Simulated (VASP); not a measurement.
# TaN (P6_3mc) in VASP: a series of runs, part 2 of 2

VASP 6.6.1. Earlier steps stand in the parts before.

## Step 4: Electric field gradients, PBE (volume scaled by 1.06)

Input file INCAR:

```
PREC = Accurate
ENCUT = 520
EDIFF = 1E-8
ISMEAR = -1
SIGMA = 0.01
LREAL = F
LASPH = T
NELM = 60
ALGO = Normal
ISIF = 2
LWAVE = F
LCHARG = F
GGA = PE
LEFG = T
NBANDS = 24
```

Input file KPOINTS:

```
Automatic mesh
0
Gamma
  9 9 5
```

Input file POSCAR:

```
TaN
1.0
    3.1098202203      0.0000000000      0.0000000000
   -1.5549101102      2.6931833120      0.0000000000
    0.0000000000      0.0000000000      5.0368873428
Ta N
2 2
Direct
    0.3333333333      0.6666666667      0.0000000000
    0.6666666667      0.3333333333      0.5000000000
    0.3333333333      0.6666666667      0.3850000000
    0.6666666667      0.3333333333      0.8850000000
```

Potentials or basis: VASP PAW PBE potentials, release 64 (Ta_pv, N).

Launch:

```bash
$ cat potpaw_PBE.64/Ta_pv/POTCAR potpaw_PBE.64/N/POTCAR > POTCAR
$ mpirun -np 1 vasp_std > vasp.out
```

OUTCAR:

```text
PREC = Accurate
   ENCUT = 520
   EDIFF = 1E-8
   ISMEAR = -1
   LREAL = F
   LASPH = T
   NELM = 60
   ISIF = 2
   GGA = PE

 ion  position               nearest neighbor table
   1  0.333  0.667  0.000-   4 1.89   4 1.89   4 1.89   3 1.94   2 3.09   2 3.09   2 3.09   2 3.09
                             2 3.09   2 3.09
   2  0.667  0.333  0.500-   3 1.89   3 1.89   3 1.89   4 1.94   1 3.09   1 3.09   1 3.09   1 3.09
                             1 3.09   1 3.09
   3  0.333  0.667  0.385-   2 1.89   2 1.89   2 1.89   1 1.94
   4  0.667  0.333  0.885-   1 1.89   1 1.89   1 1.89   2 1.94

  LATTYP: Found a hexagonal cell.
 ALAT       =     3.1098202203
 C/A-ratio  =     1.6196715520
[... 880 lines left out ...]
 ion       V_xx      V_yy      V_zz      V_xy      V_xz      V_yz
---------------------------------------------------------------------
   1     -58.217   -58.217   116.434    -0.000     0.000    -0.000
   2     -58.217   -58.217   116.434    -0.000    -0.000     0.000
   3      -5.144    -5.144    10.287    -0.000    -0.000     0.000
   4      -5.144    -5.144    10.287    -0.000     0.000    -0.000
---------------------------------------------------------------------

 Electric field gradients after diagonalization (V/A^2)
 (convention: |V_zz| > |V_xx| > |V_yy|)
----------------------------------------------------------------------
 ion       V_xx      V_yy      V_zz     asymmetry (V_yy - V_xx)/ V_zz
----------------------------------------------------------------------
   1     -58.217   -58.217   116.434       0.000
   2     -58.217   -58.217   116.434       0.000
   3      -5.144    -5.144    10.287       0.000
   4      -5.144    -5.144    10.287       0.000
----------------------------------------------------------------------

           NMR quadrupolar parameters

 Cq : quadrupolar parameter    Cq=e*Q*V_zz/h
 eta: asymmetry parameters     (V_yy - V_xx)/ V_zz
 Q  : nuclear electric quadrupole moment in mb (millibarn)
----------------------------------------------------------------------
 ion       Cq(MHz)       eta       Q (mb)
----------------------------------------------------------------------
   1       0.282       0.000       1.000
   2       0.282       0.000       1.000
   3       0.025       0.000       1.000
   4       0.025       0.000       1.000
----------------------------------------------------------------------
```

Run time: 24 s. Hardware: 1 thread of Intel Xeon Platinum 8488C (Sapphire Rapids), shared host; peak memory 0.17 GiB.

What came out:

```
Free energy            : -39.4478 eV
Pressure               : 101.0 GPa
Largest force          : 2.188 eV/Å
Band gap on the k mesh : zero (band 16 reaches 9.69 eV, above the bottom of band 17 at 7.61 eV)
```

Forces in eV/Å, atoms in the order of the input:
```
Ta   0.000  0.000  2.188
Ta   0.000  0.000  2.188
N    0.000  0.000 -2.188
N    0.000  0.000 -2.188
```

Stress tensor (GPa, compression positive):
```
107.37   0.00   0.00
  0.00 107.37   0.00
  0.00   0.00  88.19
```

Levels at points of the mesh, in eV from the Fermi level:
```csv
k point,band 14,band 15,band 16,band 17,band 18,band 19
"(0.00, 0.00, 0.00)",-7.54,-0.79,-0.79,-0.52,1.93,2.45
```

Electric field gradients, principal values (V/Å²):
```tsv
atom	least	middle	greatest (by size)
1 Ta	-58.217	-58.217	116.434
2 Ta	-58.217	-58.217	116.434
3 N	-5.144	-5.144	10.287
4 N	-5.144	-5.144	10.287
```

Caveat: without QUAD_EFG the Cq values of the log hold for a quadrupole moment of 1 mb, not for the nuclei; spin-orbit coupling is left out, which moves the levels of the heavy elements; forces of over 1 eV/Å act on the atoms, so gaps and moduli don't describe the material at rest.

## Step 5: Electric field gradients, PBE (volume scaled by 1.06)

Input file INCAR:

```
SYSTEM = TaN
ALGO     = Normal         ! electronic algorithm
EDIFF    = 1E-8           ! SCF threshold, eV
ENCUT    = 520            ! plane-wave cutoff, eV
GGA      = PE             ! functional
ISIF     = 2              ! what is computed and relaxed
ISMEAR   = -1             ! smearing method
LASPH    = .True.         ! aspherical terms in the spheres
LCHARG   = .False.        ! write CHGCAR
LEFG     = .True.       
LREAL    = .False.        ! projectors in reciprocal space
LWAVE    = .False.        ! write WAVECAR
NBANDS   = 24             ! bands
NELM     = 60             ! most SCF steps
PREC     = Accurate       ! precision mode
SIGMA    = 0.01           ! smearing width, eV
```

Input file KPOINTS:

```
k-points
0
Gamma
  9 9 5
  0 0 0
```

POSCAR is that of step 4.

Potentials or basis: VASP PAW PBE potentials, release 64 (Ta_pv, N).

Launch:

```bash
$ cat potpaw_PBE.64/Ta_pv/POTCAR potpaw_PBE.64/N/POTCAR > POTCAR
$ mpirun -np 1 vasp_std > vasp.out
```

OUTCAR:

```text
SYSTEM = TaN
   EDIFF = 1E-8
   ENCUT = 520
   GGA = PE
   ISIF = 2
   ISMEAR = -1
   LASPH = .True.
   LREAL = .False.
   NELM = 60
   PREC = Accurate

 ion  position               nearest neighbor table
   1  0.333  0.667  0.000-   4 1.89   4 1.89   4 1.89   3 1.94   2 3.09   2 3.09   2 3.09   2 3.09
                             2 3.09   2 3.09
   2  0.667  0.333  0.500-   3 1.89   3 1.89   3 1.89   4 1.94   1 3.09   1 3.09   1 3.09   1 3.09
                             1 3.09   1 3.09
   3  0.333  0.667  0.385-   2 1.89   2 1.89   2 1.89   1 1.94
   4  0.667  0.333  0.885-   1 1.89   1 1.89   1 1.89   2 1.94

  LATTYP: Found a hexagonal cell.
 ALAT       =     3.1098202203
 C/A-ratio  =     1.6196715520

  Lattice vectors:
[... 879 lines left out ...]
---------------------------------------------------------------------
   1     -58.217   -58.217   116.434    -0.000     0.000    -0.000
   2     -58.217   -58.217   116.434    -0.000    -0.000     0.000
   3      -5.144    -5.144    10.287    -0.000    -0.000     0.000
   4      -5.144    -5.144    10.287    -0.000     0.000    -0.000
---------------------------------------------------------------------

 Electric field gradients after diagonalization (V/A^2)
 (convention: |V_zz| > |V_xx| > |V_yy|)
----------------------------------------------------------------------
 ion       V_xx      V_yy      V_zz     asymmetry (V_yy - V_xx)/ V_zz
----------------------------------------------------------------------
   1     -58.217   -58.217   116.434       0.000
   2     -58.217   -58.217   116.434       0.000
   3      -5.144    -5.144    10.287       0.000
   4      -5.144    -5.144    10.287       0.000
----------------------------------------------------------------------

           NMR quadrupolar parameters

 Cq : quadrupolar parameter    Cq=e*Q*V_zz/h
 eta: asymmetry parameters     (V_yy - V_xx)/ V_zz
 Q  : nuclear electric quadrupole moment in mb (millibarn)
----------------------------------------------------------------------
 ion       Cq(MHz)       eta       Q (mb)
----------------------------------------------------------------------
   1       0.282       0.000       1.000
   2       0.282       0.000       1.000
   3       0.025       0.000       1.000
   4       0.025       0.000       1.000
----------------------------------------------------------------------
```

stdout:

```text
POSCAR found type information on POSCAR TaN
 POSCAR found :  2 types and       4 ions
 scaLAPACK will be used
 LDA part: xc-table for (Slater+PW92), standard interpolation
 POSCAR, INCAR and KPOINTS ok, starting setup
 FFT: planning ... GRIDC
 FFT: planning ... GRID_SOFT
 FFT: planning ... GRID
 WAVECAR not read
 entering main loop
ion   1

ion   2

ion   3

ion   4
```

Wall time 34 s (1 thread of Intel Xeon Platinum 8488C (Sapphire Rapids), shared host); peak memory 0.17 GiB.

Results:

| Quantity | Value |
| --- | --- |
| Free energy | -39.4478 eV |
| Pressure | 101.0 GPa |
| Largest force | 2.188 eV/Å |
| Band gap on the k mesh | zero (band 16 reaches 9.69 eV, above the bottom of band 17 at 7.61 eV) |

Forces in eV/Å, atoms in the order of the input:
```
Ta   0.000  0.000  2.188
Ta   0.000  0.000  2.188
N    0.000  0.000 -2.188
N    0.000  0.000 -2.188
```

Levels at points of the mesh, in eV from the Fermi level:
```tsv
k point	band 14	band 15	band 16	band 17	band 18	band 19
(0.00, 0.00, 0.00)	-7.54	-0.79	-0.79	-0.52	1.93	2.45
```

Electric field gradients, principal values (V/Å²):
| atom | least | middle | greatest (by size) |
| --- | --- | --- | --- |
| 1 Ta | -58.217 | -58.217 | 116.434 |
| 2 Ta | -58.217 | -58.217 | 116.434 |
| 3 N | -5.144 | -5.144 | 10.287 |
| 4 N | -5.144 | -5.144 | 10.287 |

Caveat: without QUAD_EFG the Cq values of the log hold for a quadrupole moment of 1 mb, not for the nuclei; spin-orbit coupling is left out, which moves the levels of the heavy elements; forces of over 1 eV/Å act on the atoms, so gaps and moduli don't describe the material at rest.
